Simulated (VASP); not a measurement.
Set up this calculation in VASP 6.6.1, as the native input.

```
Task                   : single point
Functional             : BLYP
Potentials or basis    : VASP PAW PBE potentials, release 64 (P)
Cutoff                 : 520 eV
k mesh                 : 8 × 8 × 6
Occupations            : fermi-dirac, width 0.05 eV
Spin                   : no spin polarisation
Dipole correction      : no
Further INCAR settings : ALGO = Normal; EDIFF = 1e-06; NBANDS = 18
```

The structure of P lies in POSCAR:

```
P
1.0
    1.6792056635     -8.4447480931      0.0000000000
    1.6792056635      8.4447480931      0.0000000000
    0.0000000000      0.0000000000      4.8689781933
P
4
Direct
    0.9374554971      0.0625445029      0.5958486393
    0.0625445029      0.9374554971      0.4041513607
    0.5625445029      0.4374554971      0.0958486393
    0.4374554971      0.5625445029      0.9041513607
```

One way to write it, as run:

INCAR

```
AGGAC = 1.0 ; AGGAX = 1.0
ALDAC = 0.0 ; ALDAX = 1.0
ALGO = Normal ; EDIFF = 1E-6
ENCUT = 520 ; GGA = B5
ISIF = 2 ; ISMEAR = -1
LASPH = T ; LCHARG = F
LREAL = F ; LWAVE = F
NBANDS = 18 ; NELM = 80
PREC = Accurate ; SIGMA = 0.05
```

KPOINTS

```
k-points
0
Gamma
  8 8 6
```

Potentials or basis: VASP PAW PBE potentials, release 64 (P).

Run with:

```sh
$ cat potpaw_PBE.64/P/POTCAR > POTCAR
$ mpirun -np 1 vasp_std > vasp.out
```

Results of the run:

```json
{
  "Pressure": "-0.1 GPa",
  "Largest force": "0.030 eV/Å",
  "Band gap on the k mesh": "1.01 eV"
}
```

Caveat: the PAW data sets were made with another functional, which shifts forces and pressure a little.

Run time: 3.3 min on 1 thread of AMD EPYC 9R45 96-Core Processor (Zen 5) (shared host), peak memory 0.42 GiB.
